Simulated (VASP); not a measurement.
Wanted: the native input for a VASP 6.6.1 run.

| Property | Result |
| --- | --- |
| Task | single point |
| Functional | HSE06 |
| Potentials or basis | VASP PAW PBE potentials, release 64 (S, Na_pv) |
| Cutoff | 400 eV |
| k mesh | 4 × 4 × 4 |
| Occupations | gaussian, width 0.01 eV |
| Spin | no spin polarisation |
| Dipole correction | no |
| Grid for exact exchange (PRECFOCK) | Normal |
| Further INCAR settings | ALGO = Normal; EDIFF = 1e-06; NBANDS = 17 |
| Share of exact exchange | 0.25 |
| Screening parameter | 0.2079 1/Å |

The system is Na2S.

```xyz
3
Lattice="0.0000 3.2554 3.2554 3.2554 0.0000 3.2554 3.2554 3.2554 0.0000" Properties=species:S:1:pos:R:3 pbc="T T T"
S     0.0000    0.0000    0.0000
Na    1.6277    1.6277    1.6277
Na    4.8831    4.8831    4.8831
```

These files were run (other wordings do the same):

POSCAR

```
Na2S
1.0
    0.0000000000      3.2554324508      3.2554324508
    3.2554324508      0.0000000000      3.2554324508
    3.2554324508      3.2554324508      0.0000000000
S Na
1 2
Direct
    0.0000000000      0.0000000000      0.0000000000
    0.2500000000      0.2500000000      0.2500000000
    0.7500000000      0.7500000000      0.7500000000
```

INCAR.step1

```
SYSTEM = Na2S
ALGO = Normal ; EDIFF = 1E-5
ENCUT = 400 ; GGA = PE
GGA_COMPAT = .False. ; ISIF = 2
ISMEAR = 0 ; LASPH = .True.
LCHARG = .False. ; LREAL = .False.
LWAVE = .True. ; NBANDS = 17
NELM = 120 ; PREC = Accurate
SIGMA = 0.01
```

INCAR.step2

```
SYSTEM = Na2S
ALGO = Normal ; EDIFF = 1E-6
ENCUT = 400 ; GGA = PE
GGA_COMPAT = .False. ; HFSCREEN = 0.2079
ISIF = 2 ; ISMEAR = 0
ISTART = 1 ; LASPH = .True.
LCHARG = .False. ; LHFCALC = .True.
LREAL = .False. ; LWAVE = .False.
NBANDS = 17 ; NELM = 120
PREC = Accurate ; PRECFOCK = Normal
SIGMA = 0.01
```

KPOINTS

```
k-points
0
Gamma
  4 4 4
  0 0 0
```

Potentials or basis: VASP PAW PBE potentials, release 64 (S, Na_pv).

Launch:

```sh
$ cat potpaw_PBE.64/S/POTCAR potpaw_PBE.64/Na_pv/POTCAR > POTCAR
$ cp INCAR.step1 INCAR
$ mpirun -np 1 vasp_std > vasp.out
$ cp INCAR.step2 INCAR
$ mpirun -np 1 vasp_std > vasp.out
```

It gave:

- Pressure: 0.0 GPa
- Band gap on the k mesh: 3.52 eV

Caveat: the structure was generated, so it needn't be the stable form of Na2S; the PAW data sets were made with another functional, which shifts forces and pressure a little.

Wall time 2.4 min on 1 thread of Intel(R) Xeon(R) 6975P-C (Granite Rapids), on a shared host, peak memory 0.26 GiB.
